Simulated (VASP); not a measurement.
# Zn (P6_3/mmc) in VASP: vibrations by perturbation theory with PBE

Aim: the vibrations by perturbation theory of Zn with PBE.

Everything below comes from runs of VASP 6.6.1. Logs are shortened: lines on timing, memory, paths and dates and some standing lists are left out, and cuts for length are marked.

### Step 1. The cell of the first run

The structure is hexagonal, space group P6_3/mmc (No. 194). Conventional cell: a = 2.641 Å, b = 2.641 Å, c = 5.067 Å, α = 90.00°, β = 90.00°, γ = 120.00°. Zn (site symmetry -6m2) has 12 Zn at 2.64 to 2.96 Å within 3.5 Å.

### Step 2. Vibrations by perturbation theory, PBE

Input file INCAR:

```
SYSTEM = Zn
PREC = Accurate ; ENCUT = 520
EDIFF = 1E-8 ; ISMEAR = -1
SIGMA = 0.15 ; LREAL = .False.
LASPH = .True. ; NELM = 100
ALGO = Normal ; ISIF = 2
LWAVE = .False. ; LCHARG = .False.
GGA = PE ; NBANDS = 19
IBRION = 8 ; NSW = 1
```

Input file KPOINTS:

```
regular mesh
0
Gamma
  18 18 8
  0 0 0
```

Input file POSCAR:

```
Zn
1.0
    2.6407261719      0.0000000000      0.0000000000
   -1.3203630859      2.2869359494      0.0000000000
    0.0000000000      0.0000000000      5.0672723519
Zn
2
Direct
    0.3333333333      0.6666666667      0.2500000000
    0.6666666667      0.3333333333      0.7500000000
```

Potentials or basis: VASP PAW PBE potentials, release 64 (Zn).

Launch:

```bash
$ cat potpaw_PBE.64/Zn/POTCAR > POTCAR
$ mpirun -np 1 vasp_std > vasp.out
```

OUTCAR:

```text
SYSTEM = Zn
   PREC = Accurate
   ENCUT = 520
   EDIFF = 1E-8
   ISMEAR = -1
   LREAL = .False.
   LASPH = .True.
   NELM = 100
   ISIF = 2
   GGA = PE
   IBRION = 8
   NSW = 1

 ion  position               nearest neighbor table
   1  0.333  0.667  0.250-   2 2.96   2 2.96   2 2.96   2 2.96   2 2.96   2 2.96
   2  0.667  0.333  0.750-   1 2.96   1 2.96   1 2.96   1 2.96   1 2.96   1 2.96

  LATTYP: Found a hexagonal cell.
 ALAT       =     2.6407261719
 C/A-ratio  =     1.9188935248

  Lattice vectors:

 A1 = (   2.6407261719,   0.0000000000,   0.0000000000)
 A2 = (  -1.3203630859,   2.2869359494,   0.0000000000)
 A3 = (   0.0000000000,   0.0000000000,   5.0672723519)

Analysis of symmetry for initial positions (statically):
=====================================================================
 Subroutine PRICEL returns:
 Original cell was already a primitive cell.

 Routine SETGRP: Setting up the symmetry group for a
 hexagonal supercell.

 Subroutine GETGRP returns: Found 24 space group operations
 (whereof 12 operations were pure point group operations)
 out of a pool of 24 trial point group operations.

The static configuration has the point symmetry D_3d.
 The point group associated with its full space group is D_6h.

Analysis of symmetry for dynamics (positions and initial velocities):
=====================================================================
 Subroutine PRICEL returns:
 Original cell was already a primitive cell.

 Routine SETGRP: Setting up the symmetry group for a
 hexagonal supercell.

 Subroutine GETGRP returns: Found 24 space group operations
 (whereof 12 operations were pure point group operations)
 out of a pool of 24 trial point group operations.

The dynamic configuration has the point symmetry D_3d.
 The point group associated with its full space group is D_6h.

 Subroutine INISYM returns: Found 24 space group operations
 (whereof 12 operations are pure point group operations),
[... 699 lines left out ...]
    -1.320363086  2.286935949  0.000000000     0.000000000  0.437266291  0.000000000
     0.000000000  0.000000000  5.067272352     0.000000000  0.000000000  0.197344830

 POSITION                                       TOTAL-FORCE (eV/Angst)
 -----------------------------------------------------------------------------------
     -0.00000      1.52462      1.26682         0.000000      0.000000      0.000000
      1.32036      0.76231      3.80045        -0.000000      0.000000      0.000000
 -----------------------------------------------------------------------------------
    total drift:                                0.000000     -0.000000      0.000000

  FREE ENERGIE OF THE ION-ELECTRON SYSTEM (eV)
  ---------------------------------------------------
  free  energy   TOTEN  =        -2.2335047346 eV

  energy  without entropy=       -2.2033280793  energy(sigma->0) =       -2.21841641

[... ionic steps 2 to 3 ...]

--------------------------------------- Ionic step        4  -------------------------------------------

------------------------ aborting loop because EDIFF is reached ----------------------------------------

[... ionic steps 5 to 5 ...]

--------------------------------------- Ionic step        6  -------------------------------------------

 Free energy of the ion-electron system (eV)
  ---------------------------------------------------
  ---------------------------------------------------
  free energy    TOTEN  =        -0.22136725 eV

  energy without entropy =       -0.22136725

------------------------ aborting loop because EDIFF is reached ----------------------------------------

 INTERNAL STRAIN TENSOR  FOR ION    1  DIRECTION 3   (eV/Angst):
 -----------------------------------------------------------------------------
     0.00018  0.00000 -0.00000
    -0.00000  0.00018 -0.00000
     0.00000 -0.00000  0.00505

 INTERNAL STRAIN TENSOR FOR ION    2 for displacements in x,y,z  (eV/Angst):
          X           Y           Z          XY          YZ          ZX
  --------------------------------------------------------------------------------
  x    -0.00000     0.00000     0.00000    -0.19629     0.00000     0.00000
  y    -0.19629     0.19629     0.00000     0.00000     0.00000     0.00000
  z     0.00000     0.00000    -0.00000    -0.00000    -0.00000     0.00000

 SECOND DERIVATIVES (NOT SYMMETRIZED)
 ------------------------------------
               1X          1Y          1Z          2X          2Y          2Z
  1X    -0.467138   -0.000000    0.000000    0.467138    0.000000    0.000000
  1Y    -0.000000   -0.467138    0.000000    0.000000    0.467138    0.000000
  1Z     0.000000    0.000000   -1.897763   -0.000000   -0.000000    1.897763
  2X     0.467138    0.000000    0.000000   -0.467138   -0.000000    0.000000
  2Y     0.000000    0.467138    0.000000   -0.000000   -0.467138    0.000000
  2Z    -0.000000   -0.000000    1.897763    0.000000    0.000000   -1.897763

 Eigenvectors and eigenvalues of the dynamical matrix
 ----------------------------------------------------

   1 f  =    3.766440 THz    23.665241 2PiTHz  125.634919 cm-1    15.576738 meV
             X         Y         Z           dx          dy          dz
     -0.000000  1.524624  1.266818    -0.000000   -0.000000    0.707107
      1.320363  0.762312  3.800454     0.000000   -0.000000   -0.707107
[... 11 lines left out ...]
   4 f  =    0.000000 THz     0.000000 2PiTHz    0.000001 cm-1     0.000000 meV
             X         Y         Z           dx          dy          dz
     -0.000000  1.524624  1.266818     0.032839   -0.512244    0.486341
      1.320363  0.762312  3.800454     0.032839   -0.512244    0.486341

   5 f/i=    0.000000 THz     0.000000 2PiTHz    0.000001 cm-1     0.000000 meV
             X         Y         Z           dx          dy          dz
     -0.000000  1.524624  1.266818     0.705735    0.003591   -0.043871
      1.320363  0.762312  3.800454     0.705735    0.003591   -0.043871

   6 f/i=    0.000000 THz     0.000000 2PiTHz    0.000002 cm-1     0.000000 meV
             X         Y         Z           dx          dy          dz
     -0.000000  1.524624  1.266818     0.029312    0.487435    0.511417
      1.320363  0.762312  3.800454     0.029312    0.487435    0.511417

--------------------------------------------------------------------------------------------------------

 ELASTIC MODULI CONTR FROM IONIC RELAXATION (kBar)
 Direction    XX          YY          ZZ          XY          YZ          ZX
 --------------------------------------------------------------------------------
 XX          -4.3181      4.3181      0.0000     -0.0000      0.0000      0.0000
 YY           4.3181     -4.3181     -0.0000     -0.0000      0.0000      0.0000
 ZZ           0.0000     -0.0000     -0.0000      0.0000     -0.0000      0.0000
 XY          -0.0000     -0.0000      0.0000     -4.3181     -0.0000      0.0000
 YZ           0.0000      0.0000     -0.0000     -0.0000     -0.0000      0.0000
 ZX           0.0000      0.0000      0.0000      0.0000      0.0000      0.0000
 --------------------------------------------------------------------------------
```

OSZICAR:

```text
N       E                     dE             d eps       ncg     rms          rms(c)
DAV:   1     0.111707995244E+03    0.11171E+03   -0.12320E+04  7342   0.199E+03
DAV:   2     0.251667837210E+01   -0.10919E+03   -0.10596E+03  7072   0.294E+02
DAV:   3    -0.241374831158E+01   -0.49304E+01   -0.49113E+01  7935   0.689E+01
DAV:   4    -0.244264176634E+01   -0.28893E-01   -0.28887E-01  7722   0.544E+00
[... 38 lines left out ...]
RMM:   7    -0.221368254115E+00   -0.10310E-06    0.43832E-07 18364   0.519E-04    0.783E-05
RMM:   8    -0.221367763381E+00    0.49073E-06    0.21102E-07 18332   0.146E-04    0.360E-05
RMM:   9    -0.221367239973E+00    0.52341E-06    0.92319E-08 18962   0.675E-05    0.271E-06
RMM:  10    -0.221367247129E+00   -0.71560E-08    0.24029E-08 17619   0.205E-05    0.120E-06
 Linear response finished
```

Wall time 12 min (1 thread of Oxide Virtual Turin-like, shared host); peak memory 0.86 GiB.

Results:

```
Highest phonon frequency at Γ : 126 cm⁻¹
```

Phonon frequencies in cm⁻¹ (negative: imaginary):
| q point | frequencies |
| --- | --- |
| (0.000, 0.000, 0.000) | 0 0 0 62 62 126 |
